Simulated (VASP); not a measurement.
# TiC (Fm-3m) in VASP: a series of runs

The runs below take TiC through single point, relaxation of cell and atoms, with PBEsol.

Program: VASP 6.6.1. These are calculated values, not measurements. Logs are shortened: lines on timing, memory, paths and dates and some standing lists are left out, and cuts for length are marked.

## Step 1: The cell of the first run

The structure is cubic, space group Fm-3m (No. 225). The conventional cell has a = 4.293 Å, b = 4.293 Å, c = 4.293 Å, α = 90.00°, β = 90.00°, γ = 90.00°. Within 2.8 Å of Ti (site symmetry m-3m) lie 6 C at 2.15 Å. Within 2.8 Å of C (site symmetry m-3m) lie 6 Ti at 2.15 Å.

## Step 2: Single point, PBEsol

Contents of INCAR:

```
PREC = Accurate
ENCUT = 520
EDIFF = 1E-6
ISMEAR = 0
SIGMA = 0.15
LREAL = False
LASPH = True
NELM = 80
ALGO = Normal
ISIF = 2
LWAVE = False
LCHARG = False
GGA = PS
NBANDS = 15
```

Contents of KPOINTS:

```
Automatic mesh
0
Gamma
  13 13 13
```

Contents of POSCAR:

```
TiC
1.0
    0.0000000000      2.1465179167      2.1465179167
    2.1465179167      0.0000000000      2.1465179167
    2.1465179167      2.1465179167      0.0000000000
Ti C
1 1
Direct
    0.0000000000      0.0000000000      0.0000000000
    0.5000000000      0.5000000000      0.5000000000
```

Potentials or basis: VASP PAW PBE potentials, release 64 (Ti_sv, C).

The run is started by

```
> cat potpaw_PBE.64/Ti_sv/POTCAR potpaw_PBE.64/C/POTCAR > POTCAR
> mpirun -np 1 vasp_std > vasp.out
```

OUTCAR:

```text
PREC = Accurate
   ENCUT = 520
   EDIFF = 1E-6
   ISMEAR = 0
   LREAL = False
   LASPH = True
   NELM = 80
   ISIF = 2
   GGA = PS

 ion  position               nearest neighbor table
   1  0.000  0.000  0.000-   2 2.15   2 2.15   2 2.15   2 2.15   2 2.15   2 2.15
   2  0.500  0.500  0.500-   1 2.15   1 2.15   1 2.15   1 2.15   1 2.15   1 2.15

  LATTYP: Found a face centered cubic cell.
 ALAT       =     4.2930358334

  Lattice vectors:

 A1 = (   0.0000000000,   2.1465179167,   2.1465179167)
 A2 = (   2.1465179167,   0.0000000000,   2.1465179167)
 A3 = (   2.1465179167,   2.1465179167,   0.0000000000)

Analysis of symmetry for initial positions (statically):
=====================================================================
 Subroutine PRICEL returns:
 Original cell was already a primitive cell.

 Routine SETGRP: Setting up the symmetry group for a
 face centered cubic supercell.

 Subroutine GETGRP returns: Found 48 space group operations
 (whereof 48 operations were pure point group operations)
 out of a pool of 48 trial point group operations.

The static configuration has the point symmetry O_h .

Analysis of symmetry for dynamics (positions and initial velocities):
=====================================================================
 Subroutine PRICEL returns:
 Original cell was already a primitive cell.

 Routine SETGRP: Setting up the symmetry group for a
 face centered cubic supercell.

 Subroutine GETGRP returns: Found 48 space group operations
 (whereof 48 operations were pure point group operations)
 out of a pool of 48 trial point group operations.

The dynamic configuration has the point symmetry O_h .

 Subroutine INISYM returns: Found 48 space group operations
 (whereof 48 operations are pure point group operations),
 and found     1 'primitive' translations

----------------------------------------------------------------------------------------

                                     Primitive cell

  volume of cell :      19.7803

  direct lattice vectors                    reciprocal lattice vectors
     0.000000000  2.146517917  2.146517917    -0.232935396  0.232935396  0.232935396
     2.146517917  0.000000000  2.146517917     0.232935396 -0.232935396  0.232935396
     2.146517917  2.146517917  0.000000000     0.232935396  0.232935396 -0.232935396

  length of vectors
     3.035634750  3.035634750  3.035634750     0.403455940  0.403455940  0.403455940

  position of ions in fractional coordinates (direct lattice)
     0.000000000  0.000000000  0.000000000
     0.500000000  0.500000000  0.500000000

  ion indices of the primitive-cell ions
   primitive index   ion index
                 1           1
                 2           2

----------------------------------------------------------------------------------------

 KPOINTS: Automatic mesh

Automatic generation of k-mesh.
 Grid dimensions read from file:
 generate k-points for:   13   13   13

 Generating k-lattice:

  Cartesian coordinates                     Fractional coordinates (reciprocal lattice)
    -0.017918107  0.017918107  0.017918107     0.076923077  0.000000000  0.000000000
     0.017918107 -0.017918107  0.017918107     0.000000000  0.076923077  0.000000000
     0.017918107  0.017918107 -0.017918107     0.000000000  0.000000000  0.076923077

  Length of vectors
     0.031035072  0.031035072  0.031035072

  Shift w.r.t. Gamma in fractional coordinates (k-lattice)
     0.000000000  0.000000000  0.000000000

 Subroutine IBZKPT returns following result:
 ===========================================

 Found     84 irreducible k-points:

 Following reciprocal coordinates:
            Coordinates               Weight
  0.000000  0.000000  0.000000      1.000000
  0.076923  0.000000  0.000000      8.000000
  0.153846  0.000000  0.000000      8.000000
  0.230769  0.000000  0.000000      8.000000
  0.307692  0.000000  0.000000      8.000000
  0.384615  0.000000  0.000000      8.000000
[... 16 lines left out ...]
  0.384615  0.153846  0.000000     24.000000
  0.461538  0.153846  0.000000     24.000000
 [... further k-points ...]
   k-points           NKPTS =     84   k-points in BZ     NKDIM =     84   number of bands    NBANDS=     15
   number of dos      NEDOS =    301   number of ions     NIONS =      2
   total plane-waves  NPLWV =  13824
   dimension x,y,z NGX =    24 NGY =   24 NGZ =   24
   dimension x,y,z NGXF=    48 NGYF=   48 NGZF=   48
   ions per type =               1   1
   NGX,Y,Z   is equivalent  to a cutoff of  13.14, 13.14, 13.14 a.u.
   NGXF,Y,Z  is equivalent  to a cutoff of  26.29, 26.29, 26.29 a.u.
 SYSTEM =  unknown system
   PREC   = accura    normal or accurate (medium, high low for compatibility)
   ISTART =      0    job   : 0-new  1-cont  2-samecut
   ICHARG =      2    charge: 1-file 2-atom 10-const
   ISPIN  =      1    spin polarized calculation?
   LNONCOLLINEAR =      F non collinear calculations
   LSORBIT =      F    spin-orbit coupling
   LASPH  =      T    aspherical Exc in radial PAW
   ENCUT  =  520.0 eV  38.22 Ry    6.18 a.u.   5.64  5.64  5.64*2*pi/ulx,y,z
   NELM   =     80;   NELMIN=  2; NELMDL= -5     # of ELM steps
   EDIFF  = 0.1E-05   stopping-criterion for ELM
   LREAL  =      F    real-space projection
   EDIFFG = 0.1E-04   stopping-criterion for IOM
   NSW    =      0    number of steps for IOM
   IBRION =     -1    ionic relax: 0-MD 1-quasi-New 2-CG
   NFREE  =      0    steps in history (QN), initial steepest desc. (CG)
   ISIF   =      2    stress and relaxation
   ISYM   =      2    0-nonsym 1-usesym 2-fastsym
   POTIM  = 0.5000    time-step for ionic-motion
   TEBEG  =    0.0;   TEEND  =   0.0 temperature during run
   PSTRESS=    0.0 pullay stress
   NELECT =      16.0000    total number of electrons
   NUPDOWN=      -1.0000    fix difference up-down
   EMIN   =  10.00;   EMAX   =-10.00  energy-range for DOS
   EFERMI =   0.00;   METHOD = LEGACY
   ISMEAR =     0;   SIGMA  =   0.15  broadening in eV -4-tet -1-fermi 0-gaus
   EFERMI_NEDOS =   21; number of points for ismear=-14 and -15
   IALGO  =     38    algorithm
   IMIX   =      4    mixing-type and parameters
     AMIX     =   0.40;   BMIX     =  1.00
     AMIX_MAG =   1.60;   BMIX_MAG =  1.00
  volume/ion in A,a.u.               =       9.89        66.74
  Fermi-wavevector in a.u.,A,eV,Ry     =   1.525353  2.882499 31.656692  2.326701
  Thomas-Fermi vector in A             =   2.633535
   LORBIT       =      0    0 simple, 1 ext, 2 COOP (PROOUT), +10 PAW based schemes
   GGA     = PS    functional components
   LHFCALC =     F    Hartree Fock is set to
   AEXX    =    0.0000 exact exchange contribution
   IVDW    =     0    specifies the selected vdW correction
   LEPSILON=     F    determine dielectric tensor
   LRPA    =     F    only Hartree local field effects (RPA)
 non-spin polarized calculation
 Gauss-broadening in eV      SIGMA  =   0.15
  energy-cutoff  :      520.00
  volume of cell :       19.78
 maximum number of plane-waves:       542
   NGX = 11   NGY = 11   NGZ = 11

 number of electron      16.0000003 magnetization

 Free energy of the ion-electron system (eV)
  ---------------------------------------------------
  ext. energy  EPLUGINS =         0.00000000
  ---------------------------------------------------
  free energy    TOTEN  =       -19.80385808 eV

  energy without entropy =      -19.80055321  energy(sigma->0) =      -19.80220565

 E-fermi :   9.6187     XC(G=0): -12.9992

 val. band max:        9.5894063480   @ k =   0.4615   0.4615   0.0000
 cond. band min:       9.6540158113   @ k =   0.1538   0.1538   0.0000
 fundamental gap:      0.0646094634
 Fermi energy:         9.6186775844

 k-point     1 :       0.0000    0.0000    0.0000
  band No.  band energies     occupation
      1     -46.6346      2.00000
      2     -22.7464      2.00000
      3     -22.7464      2.00000
      4     -22.7464      2.00000
      5      -2.8736      2.00000
      6      10.2903      0.00000
      7      10.2903      0.00000
      8      10.2903      0.00000
      9      11.3571      0.00000
     10      11.3571      0.00000
     11      11.3571      0.00000
     12      11.4010      0.00000
     13      11.4010      0.00000
     14      20.4925      0.00000
     15      23.6509      0.00000

 k-point     2 :       0.0769    0.0000    0.0000
  band No.  band energies     occupation
      1     -46.6298      2.00000
      2     -22.7798      2.00000
      3     -22.7495      2.00000
      4     -22.7495      2.00000
      5      -2.7342      2.00000
      6       9.6612      0.68825
      7       9.9436      0.00219
      8       9.9436      0.00219
      9      10.6391      0.00000
     10      10.6391      0.00000
     11      11.6794      0.00000
     12      12.6703      0.00000
     13      12.6703      0.00000
     14      20.7251      0.00000
     15      23.7292      0.00000

 k-point     3 :       0.1538    0.0000    0.0000
  band No.  band energies     occupation
      1     -46.6164      2.00000
      2     -22.8715      2.00000
      3     -22.7580      2.00000
      4     -22.7580      2.00000
      5      -2.3296      2.00000
      6       8.4836      2.00000
      7       8.9512      2.00000
      8       8.9512      2.00000
      9      10.8566      0.00000
     10      10.8566      0.00000
     11      12.0775      0.00000
     12      14.0306      0.00000
     13      14.0306      0.00000
     14      21.1982      0.00000
     15      23.7995      0.00000

 k-point     4 :       0.2308    0.0000    0.0000
  band No.  band energies     occupation
      1     -46.5976      2.00000
      2     -22.9986      2.00000
      3     -22.7700      2.00000
      4     -22.7700      2.00000
      5      -1.6984      2.00000
      6       7.1561      2.00000
      7       8.0651      2.00000
      8       8.0651      2.00000
      9      11.2955      0.00000
     10      11.2955      0.00000
     11      12.4422      0.00000
     12      15.3578      0.00000
     13      15.3578      0.00000
     14      21.1428      0.00000
     15      24.0716      0.00000
[... 307 lines left out ...]
 k-point    22 :       0.3077    0.1538    0.0000
  band No.  band energies     occupation
      1     -46.5784      2.00000
      2     -23.0516      2.00000
      3     -22.8220      2.00000
      4     -22.8152      2.00000
      5      -1.1774      2.00000
      6       6.1224      2.00000
      7       7.7365      2.00000
      8       8.3621      2.00000
      9      10.4736      0.00000
     10      12.1331      0.00000
     11      13.2606      0.00000
     12      14.4698      0.00000
     13      16.4622      0.00000
     14      22.0205      0.00000
     15      24.2432      0.00000

 k-point    23 :       0.3846    0.1538    0.0000
  band No.  band energies     occupation
      1     -46.5609      2.00000
      2     -23.1554      2.00000
      3     -22.8368      2.00000
      4     -22.8314      2.00000
      5      -0.4909      2.00000
      6       5.3535      2.00000
      7       7.0469      2.00000
      8       7.7245      2.00000
      9      11.0457      0.00000
     10      12.5393      0.00000
     11      13.4703      0.00000
     12      15.4508      0.00000
     13      17.0777      0.00000
     14      21.1191      0.00000
     15      24.8564      0.00000

 k-point    24 :       0.4615    0.1538    0.0000
  band No.  band energies     occupation
      1     -46.5478      2.00000
      2     -23.2304      2.00000
      3     -22.8608      2.00000
      4     -22.8323      2.00000
      5       0.1666      2.00000
      6       4.6226      2.00000
      7       6.6712      2.00000
      8       7.2327      2.00000
      9      11.6704      0.00000
     10      12.7557      0.00000
     11      13.6399      0.00000
     12      16.4044      0.00000
     13      17.1927      0.00000
     14      20.2719      0.00000
     15      24.6279      0.00000

 [... further k-points ...]
[... 5 lines left out ...]
  --------------------------------------------------------------------------------------
  -------------------------------------------------------------------------------------
  Total        0.0393050      0.0393050      0.0393050      0.0000000     -0.0000000      0.0000000
  in kB        3.1836503      3.1836503      3.1836503      0.0000000     -0.0000000      0.0000000
  external PRESSURE =       3.1836503 kB  Pullay stress =       0.0000000 kB

 VOLUME and BASIS-vectors are now :
 -----------------------------------------------------------------------------
  energy-cutoff  :      520.00
  volume of cell :       19.78
      direct lattice vectors                 reciprocal lattice vectors
     0.000000000  2.146517917  2.146517917    -0.232935396  0.232935396  0.232935396
     2.146517917  0.000000000  2.146517917     0.232935396 -0.232935396  0.232935396
     2.146517917  2.146517917  0.000000000     0.232935396  0.232935396 -0.232935396

 POSITION                                       TOTAL-FORCE (eV/Angst)
 -----------------------------------------------------------------------------------
      0.00000      0.00000      0.00000         0.000000     -0.000000      0.000000
      2.14652      2.14652      2.14652        -0.000000      0.000000     -0.000000
 -----------------------------------------------------------------------------------
    total drift:                                0.000000     -0.000000     -0.000000

  FREE ENERGIE OF THE ION-ELECTRON SYSTEM (eV)
  ---------------------------------------------------
  free  energy   TOTEN  =       -19.8038580762 eV

  energy  without entropy=      -19.8005532148  energy(sigma->0) =      -19.80220565
```

It took 20 s on 1 thread of Intel Xeon Platinum 8375C at 2.90GHz (Ice Lake), shared host; peak memory 0.15 GiB.

Results:

- Free energy: -19.8039 eV
- Pressure: 0.3 GPa
- Band gap on the k mesh: zero (band 8 reaches 10.29 eV, above the bottom of band 9 at 9.22 eV)

Caveat: the PAW data sets were made with another functional, which shifts forces and pressure a little.

(Part 1 of 2 ends here.)
